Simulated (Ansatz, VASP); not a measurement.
**One calculation of K, two programs**

Contents of POSCAR:

```
K
1.0
   -2.6180000000      2.6180000000      2.6180000000
    2.6180000000     -2.6180000000      2.6180000000
    2.6180000000      2.6180000000     -2.6180000000
K
1
Direct
    0.0000000000      0.0000000000      0.0000000000
```

File INCAR.step1:

```
SYSTEM = K
ALGO     = Normal         ! electronic algorithm
EDIFF    = 1E-4           ! SCF threshold, eV
ENCUT    = 520            ! plane-wave cutoff, eV
GGA      = PE             ! functional
ISMEAR   = 0              ! smearing method
LASPH    = .TRUE.         ! aspherical terms in the spheres
LCHARG   = .FALSE.        ! write CHGCAR
LREAL    = .FALSE.        ! projectors in reciprocal space
LWAVE    = .TRUE.         ! write WAVECAR
NBANDS   = 10             ! bands
NELM     = 100            ! most SCF steps
PREC     = Accurate       ! precision mode
SIGMA    = 0.1            ! smearing width, eV
```

File INCAR.step2:

```
SYSTEM = K
ALGO     = Normal         ! electronic algorithm
EDIFF    = 1E-6           ! SCF threshold, eV
ENCUT    = 520            ! plane-wave cutoff, eV
ISIF     = 2              ! what is computed and relaxed
ISMEAR   = 0              ! smearing method
ISTART   = 1            
LASPH    = .TRUE.         ! aspherical terms in the spheres
LCHARG   = .TRUE.         ! write CHGCAR
LELF     = .TRUE.         ! ELF
LMIXTAU  = .TRUE.       
LREAL    = .FALSE.        ! projectors in reciprocal space
LVHAR    = .TRUE.       
LWAVE    = .FALSE.        ! write WAVECAR
METAGGA  = R2SCAN         ! meta-GGA
NBANDS   = 10             ! bands
NELM     = 100            ! most SCF steps
PREC     = Accurate       ! precision mode
SIGMA    = 0.1            ! smearing width, eV
```

Contents of KPOINTS:

```
k-points
0
G
  6 6 6
  0 0 0
```

Input for Ansatz:

```yaml
crystal:
  lattice:
    - [-2.618, 2.618, 2.618]
    - [2.618, -2.618, 2.618]
    - [2.618, 2.618, -2.618]
  atoms:
    - { symbol: K, position: [0.0, 0.0, 0.0] }
basis:
  ecutwfc: 600.0
kpoints:
  mp_grid: { grid: [6, 6, 6] }
hamiltonian:
  xc: r2scan
  pseudopotentials: { kind: paw, azcp: { folder: soft_1 } }
scf:
  occupations: { method: gaussian, width: 0.1 }
output:
  forces: true
  stress: true
  eigenvalues: true
```

Alike in both runs: task single point; functional r2SCAN; k mesh 6 × 6 × 6; occupations gaussian, width 0.1 eV; no spin polarisation.

```csv
,VASP,Ansatz
version,VASP 6.6.1,Ansatz 0.2.0
potentials or method,"VASP PAW PBE potentials, release 64 (K_sv), cutoff 520 eV","scalar-relativistic, plane waves, PAW"
valence electrons in the cell,9,9
```

|  | VASP | Ansatz | Ansatz less VASP |
| --- | --- | --- | --- |
| gap on the k mesh at the Fermi level (eV) | none | none | - |
| pressure (GPa) | 0.3 | 0.3 | +0.03 |

VASP's potentials were made for PBE, not for r2SCAN. A gap of «none» marks a metal or a gap that the smearing closes.
